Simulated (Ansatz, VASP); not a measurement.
## Two plane-wave programs on CaGaI3

```
CELL_PARAMETERS angstrom
9.41840 0.00000 0.00000
-4.70920 8.15658 0.00000
0.00000 0.00000 4.93366
ATOMIC_POSITIONS crystal
Ca 0.33333 0.66667 0.75000
Ca 0.66667 0.33333 0.25000
Ga 0.00000 0.00000 0.00000
Ga 0.00000 0.00000 0.50000
I 0.80321 0.60641 0.75000
I 0.39359 0.19679 0.75000
I 0.80321 0.19679 0.75000
I 0.19679 0.39359 0.25000
I 0.60641 0.80321 0.25000
I 0.19679 0.80321 0.25000
```

Alike in both runs: functional PBE; k mesh 3 × 3 × 4; occupations gaussian, width 0.1 eV; no spin polarisation.

Ansatz relaxed the structure, and its values are those at the end. VASP's run is a single point on that final structure, the one shown.

```csv
,VASP,Ansatz
version,VASP 6.6.1,Ansatz 0.2.0
potentials or method,"VASP PAW PBE potentials, release 64 (Ca_sv, Ga_d, I), cutoff 520 eV","scalar-relativistic, plane waves, PAW"
valence electrons in the cell,88,148
```

|  | VASP | Ansatz | Ansatz less VASP |
| --- | --- | --- | --- |
| gap on the k mesh at the Fermi level (eV) | 0.20 | 0.19 | -0.006 |
| least direct gap on the mesh (eV) | 0.20 | 0.19 | -0.006 |
| pressure (GPa) | -0.1 | -0.1 | -0.03 |
| rms of the force components (eV/Å) | 0.010 | 0.007 | -0.0030 |

The functional is the same, so the differences come from potentials, cutoffs and numerics. VASP's potentials hold 88 valence electrons a cell and Ansatz's 148, so a difference there can come from the potentials and not from the codes.

Spin-orbit coupling is off throughout.
